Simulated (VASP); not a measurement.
# Al2Cu (I4/mcm) in VASP: settings compared

Al2Cu is run at these levels: PBEsol, PBEsol+D3(BJ); tasks: single point, relaxation of cell and atoms.

Program: VASP 6.6.1. These are calculated values, not measurements. Logs are shortened: lines on timing, memory, paths and dates and some standing lists are left out, and cuts for length are marked.

## 1. The cell of the first run

It takes space group I4/mcm (No. 140, tetragonal). The conventional cell has a = 5.993 Å, b = 5.993 Å, c = 4.828 Å, α = 90.00°, β = 90.00°, γ = 90.00°. Al (site symmetry m2m) has 4 Cu at 2.56 Å and 11 Al at 2.70 to 3.19 Å within 3.4 Å. Within 3.2 Å of Cu (site symmetry 422) lie 2 Cu at 2.41 Å and 8 Al at 2.56 Å.

## 2. Single point, PBEsol

Input file INCAR:

```
SYSTEM = Al2Cu
PREC     = Accurate       ! precision mode
ENCUT    = 520            ! plane-wave cutoff, eV
EDIFF    = 1E-6           ! SCF threshold, eV
ISMEAR   = 0              ! smearing method
SIGMA    = 0.1            ! smearing width, eV
LREAL    = .FALSE.        ! projectors in reciprocal space
LASPH    = .TRUE.         ! aspherical terms in the spheres
NELM     = 60             ! most SCF steps
ALGO     = Fast           ! electronic algorithm
ISIF     = 2              ! what is computed and relaxed
LWAVE    = .FALSE.        ! write WAVECAR
LCHARG   = .FALSE.        ! write CHGCAR
GGA      = PS             ! functional
NBANDS   = 26             ! bands
```

Input file KPOINTS:

```
Automatic mesh
0
G
  10 10 10
  0 0 0
```

Input file POSCAR:

```
Al2Cu
1.0
   -2.9963872427      2.9963872427      2.4142498830
    2.9963872427     -2.9963872427      2.4142498830
    2.9963872427      2.9963872427     -2.4142498830
Al Cu
4 2
Direct
    0.6593302871      0.1593302871      0.8186605742
    0.1593302871      0.3406697129      0.5000000000
    0.3406697129      0.8406697129      0.1813394258
    0.8406697129      0.6593302871      0.5000000000
    0.2500000000      0.2500000000      0.0000000000
    0.7500000000      0.7500000000      0.0000000000
```

Potentials or basis: VASP PAW PBE potentials, release 64 (Al, Cu).

Started as:

```console
> cat potpaw_PBE.64/Al/POTCAR potpaw_PBE.64/Cu/POTCAR > POTCAR
> mpirun -np 1 vasp_std > vasp.out
```

OUTCAR:

```text
SYSTEM = Al2Cu
   PREC = Accurate
   ENCUT = 520
   EDIFF = 1E-6
   ISMEAR = 0
   LREAL = .FALSE.
   LASPH = .TRUE.
   NELM = 60
   ISIF = 2
   GGA = PS

 ion  position               nearest neighbor table
   1  0.659  0.159  0.819-   5 2.56   6 2.56   5 2.56   6 2.56   3 2.70   3 2.86   3 2.86   2 3.08
                             4 3.08   4 3.08   2 3.08   2 3.19   4 3.19   4 3.19   2 3.19
   2  0.159  0.341  0.500-   6 2.56   5 2.56   5 2.56   6 2.56   4 2.70   4 2.86   4 2.86   1 3.08
                             3 3.08   1 3.08   3 3.08   1 3.19   3 3.19   3 3.19   1 3.19
   3  0.341  0.841  0.181-   5 2.56   6 2.56   5 2.56   6 2.56   1 2.70   1 2.86   1 2.86   4 3.08
                             2 3.08   2 3.08   4 3.08   4 3.19   2 3.19   4 3.19   2 3.19
   4  0.841  0.659  0.500-   5 2.56   6 2.56   6 2.56   5 2.56   2 2.70   2 2.86   2 2.86   1 3.08
                             3 3.08   1 3.08   3 3.08   1 3.19   3 3.19   1 3.19   3 3.19
   5  0.250  0.250  0.000-   6 2.41   6 2.41   1 2.56   3 2.56   1 2.56   3 2.56   2 2.56   4 2.56
                             4 2.56   2 2.56
   6  0.750  0.750  0.000-   5 2.41   5 2.41   1 2.56   3 2.56   1 2.56   3 2.56   4 2.56   4 2.56
                             2 2.56   2 2.56

  LATTYP: Found a body centered tetragonal cell.
 ALAT       =     5.9927744854
 C/A-ratio  =     0.8057202516

  Lattice vectors:

 A1 = (  -2.9963872427,   2.9963872427,   2.4142498830)
 A2 = (   2.9963872427,  -2.9963872427,   2.4142498830)
 A3 = (   2.9963872427,   2.9963872427,  -2.4142498830)

Analysis of symmetry for initial positions (statically):
=====================================================================
 Subroutine PRICEL returns:
 Original cell was already a primitive cell.

 Routine SETGRP: Setting up the symmetry group for a
 body centered tetragonal supercell.

 Subroutine GETGRP returns: Found 16 space group operations
 (whereof  8 operations were pure point group operations)
 out of a pool of 16 trial point group operations.

The static configuration has the point symmetry C_4h.
 The point group associated with its full space group is D_4h.

Analysis of symmetry for dynamics (positions and initial velocities):
=====================================================================
 Subroutine PRICEL returns:
 Original cell was already a primitive cell.

 Routine SETGRP: Setting up the symmetry group for a
 body centered tetragonal supercell.

 Subroutine GETGRP returns: Found 16 space group operations
 (whereof  8 operations were pure point group operations)
 out of a pool of 16 trial point group operations.

The dynamic configuration has the point symmetry C_4h.
 The point group associated with its full space group is D_4h.

 Subroutine INISYM returns: Found 16 space group operations
 (whereof  8 operations are pure point group operations),
 and found     1 'primitive' translations

----------------------------------------------------------------------------------------

                                     Primitive cell

  volume of cell :      86.7038

  direct lattice vectors                    reciprocal lattice vectors
    -2.996387243  2.996387243  2.414249883     0.000000000  0.166867617  0.207103665
     2.996387243 -2.996387243  2.414249883     0.166867617  0.000000000  0.207103665
     2.996387243  2.996387243 -2.414249883     0.166867617  0.166867617  0.000000000

  length of vectors
     4.877015021  4.877015021  4.877015021     0.265963776  0.265963776  0.235986448

  position of ions in fractional coordinates (direct lattice)
     0.659330287  0.159330287  0.818660574
     0.159330287  0.340669713  0.500000000
     0.340669713  0.840669713  0.181339426
     0.840669713  0.659330287  0.500000000
     0.250000000  0.250000000  0.000000000
     0.750000000  0.750000000  0.000000000

  ion indices of the primitive-cell ions
   primitive index   ion index
                 1           1
                 2           2
                 3           3
                 4           4
                 5           5
                 6           6

----------------------------------------------------------------------------------------

 KPOINTS: Automatic mesh

Automatic generation of k-mesh.
 Grid dimensions read from file:
 generate k-points for:   10   10   10

 Generating k-lattice:

  Cartesian coordinates                     Fractional coordinates (reciprocal lattice)
     0.000000000  0.016686762  0.020710367     0.100000000  0.000000000 -0.000000000
     0.016686762  0.000000000  0.020710367     0.000000000  0.100000000 -0.000000000
     0.016686762  0.016686762  0.000000000     0.000000000  0.000000000  0.100000000

  Length of vectors
     0.026596378  0.026596378  0.023598645

  Shift w.r.t. Gamma in fractional coordinates (k-lattice)
     0.000000000  0.000000000  0.000000000

 Subroutine IBZKPT returns following result:
 ===========================================

 Found    102 irreducible k-points:

 Following reciprocal coordinates:
            Coordinates               Weight
  0.000000  0.000000  0.000000      1.000000
  0.100000  0.000000 -0.000000      8.000000
  0.200000  0.000000 -0.000000      8.000000
  0.300000 -0.000000  0.000000      8.000000
  0.400000  0.000000 -0.000000      8.000000
  0.500000  0.000000  0.000000      4.000000
[... 16 lines left out ...]
  0.300000  0.300000  0.000000      8.000000
  0.400000  0.300000  0.000000     16.000000
 [... further k-points ...]
   k-points           NKPTS =    102   k-points in BZ     NKDIM =    102   number of bands    NBANDS=     26
   number of dos      NEDOS =    301   number of ions     NIONS =      6
   total plane-waves  NPLWV =  46656
   dimension x,y,z NGX =    36 NGY =   36 NGZ =   36
   dimension x,y,z NGXF=    72 NGYF=   72 NGZF=   72
   ions per type =               4   2
   NGX,Y,Z   is equivalent  to a cutoff of  12.27, 12.27, 12.27 a.u.
   NGXF,Y,Z  is equivalent  to a cutoff of  24.54, 24.54, 24.54 a.u.
 SYSTEM =  Al2Cu
   PREC   = accura    normal or accurate (medium, high low for compatibility)
   ISTART =      0    job   : 0-new  1-cont  2-samecut
   ICHARG =      2    charge: 1-file 2-atom 10-const
   ISPIN  =      1    spin polarized calculation?
   LNONCOLLINEAR =      F non collinear calculations
   LSORBIT =      F    spin-orbit coupling
   LASPH  =      T    aspherical Exc in radial PAW
   ENCUT  =  520.0 eV  38.22 Ry    6.18 a.u.   9.07  9.07  9.07*2*pi/ulx,y,z
   NELM   =     60;   NELMIN=  2; NELMDL= -5     # of ELM steps
   EDIFF  = 0.1E-05   stopping-criterion for ELM
   LREAL  =      F    real-space projection
   EDIFFG = 0.1E-04   stopping-criterion for IOM
   NSW    =      0    number of steps for IOM
   IBRION =     -1    ionic relax: 0-MD 1-quasi-New 2-CG
   NFREE  =      0    steps in history (QN), initial steepest desc. (CG)
   ISIF   =      2    stress and relaxation
   ISYM   =      2    0-nonsym 1-usesym 2-fastsym
   POTIM  = 0.5000    time-step for ionic-motion
   TEBEG  =    0.0;   TEEND  =   0.0 temperature during run
   PSTRESS=    0.0 pullay stress
   NELECT =      34.0000    total number of electrons
   NUPDOWN=      -1.0000    fix difference up-down
   EMIN   =  10.00;   EMAX   =-10.00  energy-range for DOS
   EFERMI =   0.00;   METHOD = LEGACY
   ISMEAR =     0;   SIGMA  =   0.10  broadening in eV -4-tet -1-fermi 0-gaus
   EFERMI_NEDOS =   21; number of points for ismear=-14 and -15
   IALGO  =     68    algorithm
   IMIX   =      4    mixing-type and parameters
     AMIX     =   0.40;   BMIX     =  1.00
     AMIX_MAG =   1.60;   BMIX_MAG =  1.00
  volume/ion in A,a.u.               =      14.45        97.52
  Fermi-wavevector in a.u.,A,eV,Ry     =   1.198271  2.264404 19.535977  1.435854
  Thomas-Fermi vector in A             =   2.334164
   LORBIT       =      0    0 simple, 1 ext, 2 COOP (PROOUT), +10 PAW based schemes
   GGA     = PS    functional components
   LHFCALC =     F    Hartree Fock is set to
   AEXX    =    0.0000 exact exchange contribution
   IVDW    =     0    specifies the selected vdW correction
   LEPSILON=     F    determine dielectric tensor
   LRPA    =     F    only Hartree local field effects (RPA)
 non-spin polarized calculation
 RMM-DIIS sequential band-by-band and
 Gauss-broadening in eV      SIGMA  =   0.10
  energy-cutoff  :      520.00
  volume of cell :       86.70
 maximum number of plane-waves:      2358
   NGX = 19   NGY = 19   NGZ = 19

 number of electron      34.0000009 magnetization

 Free energy of the ion-electron system (eV)
  ---------------------------------------------------
  ext. energy  EPLUGINS =         0.00000000
  ---------------------------------------------------
  free energy    TOTEN  =       -26.01847686 eV

  energy without entropy =      -26.00935035  energy(sigma->0) =      -26.01391361

 E-fermi :   8.2164     XC(G=0): -11.0783

 val. band max:        8.2030340019   @ k =  -0.2000   0.4000   0.1000
 cond. band min:       8.2203801393   @ k =  -0.1000   0.3000   0.1000
 fundamental gap:      0.0173461374
 Fermi energy:         8.2163686973

 k-point     1 :       0.0000    0.0000    0.0000
  band No.  band energies     occupation
      1      -2.7408      2.00000
      2       2.7634      2.00000
      3       2.9579      2.00000
      4       2.9579      2.00000
      5       2.9783      2.00000
      6       3.9026      2.00000
[... 18 lines left out ...]
     25      13.5893      0.00000
     26      14.2067      0.00000

 k-point     2 :       0.1000    0.0000   -0.0000
  band No.  band energies     occupation
      1      -2.6341      2.00000
      2       2.7545      2.00000
      3       2.9344      2.00000
      4       2.9534      2.00000
      5       3.0027      2.00000
      6       3.8854      2.00000
[... 18 lines left out ...]
     25      13.7075      0.00000
[... 608 lines left out ...]
     25      14.4495      0.00000
     26      15.5034      0.00000

 k-point    24 :       0.4000    0.3000    0.0000
  band No.  band energies     occupation
      1      -0.3416      2.00000
      2       0.4477      2.00000
      3       1.2429      2.00000
      4       2.8358      2.00000
      5       3.3522      2.00000
      6       3.5139      2.00000
[... 18 lines left out ...]
     25      15.3618      0.00000
     26      15.3935      0.00000

 [... further k-points ...]

------------------------ aborting loop because EDIFF is reached ----------------------------------------

  FORCE on cell =-STRESS in cart. coord.  units (eV):
  Direction    XX          YY          ZZ          XY          YZ          ZX
  --------------------------------------------------------------------------------------
  -------------------------------------------------------------------------------------
  Total        0.1530432      0.1530432      0.1612989      0.0000000     -0.0000000      0.0000000
  in kB        2.8280470      2.8280470      2.9806009      0.0000000     -0.0000000      0.0000000
  external PRESSURE =       2.8788983 kB  Pullay stress =       0.0000000 kB

 VOLUME and BASIS-vectors are now :
 -----------------------------------------------------------------------------
  energy-cutoff  :      520.00
  volume of cell :       86.70
      direct lattice vectors                 reciprocal lattice vectors
    -2.996387243  2.996387243  2.414249883     0.000000000  0.166867617  0.207103665
     2.996387243 -2.996387243  2.414249883     0.166867617  0.000000000  0.207103665
     2.996387243  2.996387243 -2.414249883     0.166867617  0.166867617  0.000000000

 POSITION                                       TOTAL-FORCE (eV/Angst)
 -----------------------------------------------------------------------------------
      0.95483      3.95122     -0.00000        -0.000563     -0.000563      0.000000
      2.04156      0.95483      0.00000         0.000563     -0.000563     -0.000000
      2.04156     -0.95483      2.41425         0.000563      0.000563     -0.000000
      0.95483      2.04156      2.41425        -0.000563      0.000563      0.000000
      0.00000      0.00000      1.20712         0.000000     -0.000000      0.000000
      0.00000      0.00000      3.62137         0.000000     -0.000000      0.000000
 -----------------------------------------------------------------------------------
    total drift:                                0.000000     -0.000000     -0.000000

  FREE ENERGIE OF THE ION-ELECTRON SYSTEM (eV)
  ---------------------------------------------------
  free  energy   TOTEN  =       -26.0184768622 eV

  energy  without entropy=      -26.0093503520  energy(sigma->0) =      -26.01391361
```

Run time: 2.3 min. Hardware: 1 thread of Intel Xeon 6975P-C, shared host; peak memory 0.34 GiB.

What came out:

| Property | Result |
| --- | --- |
| Free energy | -26.0185 eV |
| Pressure | 0.3 GPa |
| Band gap on the k mesh | zero (band 17 reaches 10.84 eV, above the bottom of band 18 at 6.43 eV) |

Levels at points of the mesh, in eV from the Fermi level:
| k point | band 14 | band 15 | band 16 | band 17 | band 18 | band 19 | band 20 | band 21 |
| --- | --- | --- | --- | --- | --- | --- | --- | --- |
| (0.00, 0.00, 0.00) | -1.97 | -1.43 | -1.25 | -1.25 | -0.84 | -0.22 | 0.08 | 1.53 |
| (0.50, 0.00, 0.00) | -3.13 | -2.64 | -2.64 | 0.24 | 0.24 | 4.13 | 4.13 | 4.38 |
| (0.50, 0.50, 0.00) | -2.86 | -1.50 | -1.30 | -0.89 | -0.68 | 0.83 | 1.30 | 4.69 |
| (0.50, 0.50, 0.50) | -3.30 | -3.30 | -1.84 | 2.63 | 2.96 | 2.96 | 3.38 | 4.19 |

Caveat: the PAW data sets were made with another functional, which shifts forces and pressure a little.

(Part 1 of 3 ends here.)
